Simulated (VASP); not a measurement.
YbY:

```
CELL_PARAMETERS angstrom
5.29000 0.00000 0.00000
0.00000 5.29000 0.00000
0.00000 0.00000 5.29000
ATOMIC_POSITIONS crystal
Y 0.00000 0.00000 0.00000
Y 0.00000 0.50000 0.50000
Yb 0.50000 0.00000 0.50000
Yb 0.50000 0.50000 0.00000
```

```yaml
Program: VASP 6.6.1
Task: relaxation of cell and atoms
Functional: PBEsol
Potentials_or_basis: VASP PAW PBE potentials, release 64 (Y_sv, Yb)
Cutoff: 600 eV
k_mesh: 5 × 5 × 5
Occupations: methfessel-paxton, width 0.05 eV
Spin: no spin polarisation
```

At the start: pressure -4.6 GPa; volume 37.01 Å³/atom.

Task: How do energy, volume and symmetry change on relaxing?

Result: Over 5 steps the energy falls by 106.1 meV/atom and the volume is 30.57 Å³/atom (-17.4 %); space group P4/mmm (No. 123, to 0.1 Å) before and after.

Step by step:
```csv
step,energy change (eV),largest force (eV/Å),pressure (GPa),volume (Å³)
1,0.0000,0.0000,-4.59,148.04
2,-0.4103,0.0000,-0.87,126.48
3,-0.4228,0.0000,-0.38,123.68
4,-0.4088,0.0000,1.18,118.19
5,-0.4244,0.0000,0.07,122.28
```

Final structure:
```
CELL_PARAMETERS angstrom
4.95173 0.00000 0.00000
0.00000 4.96928 0.00000
0.00000 0.00000 4.96928
ATOMIC_POSITIONS crystal
Y 0.00000 0.00000 0.00000
Y 0.00000 0.50000 0.50000
Yb 0.50000 0.00000 0.50000
Yb 0.50000 0.50000 0.00000
```

Caveat: the volume moved by over 15 % at a fixed basis, so the end points are rough; the PAW data sets were made with another functional, which shifts forces and pressure a little.
